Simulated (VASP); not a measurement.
Runs of VASP 6.6.1 on Re. The structure is that of space group Fm-3m (No. 225), or close to it. The cells are those of the table. 

```tsv
task	potentials or basis	cell	cutoff (eV)	second run	gap on the mesh (eV)	pressure (GPa)	relaxed volume (Å³/atom)
single point	VASP PAW LDA potentials, release 64 (Re)	a = 2.730 Å, angles 60.0°, 1 atom	520	-	none	(a)	-
relaxation of cell and atoms	VASP PAW LDA potentials, release 64 (Re)	relaxed from a = 2.730 Å, angles 60.0°, 1 atom	600	-	none	0.0	14.44
single point	VASP PAW LDA potentials, release 64 (Re_sv_GW)	a = 2.730 Å, angles 60.0°, 1 atom	500	valence_matched	none	-1.2	-
relaxation of cell and atoms	VASP PAW LDA potentials, release 64 (Re)	relaxed from a = 2.727 Å, angles 60.0°, 1 atom	600	-	none	0.0	14.44
```

Alike in all rows: level LDA; no spin polarisation; k mesh 18 × 18 × 18; smearing fermi-dirac 0.05 eV.

**Question.** Estimate the missing entries.

**Answer.** (a) 1.4.

Caveats: spin-orbit coupling is left out, which moves the levels of the heavy elements.

A k mesh can miss the band edges, and the runs leave out spin-orbit coupling on Re.

A gap of «none» marks levels without a gap at the run's occupations.

The runs don't all hold the same shells in valence.
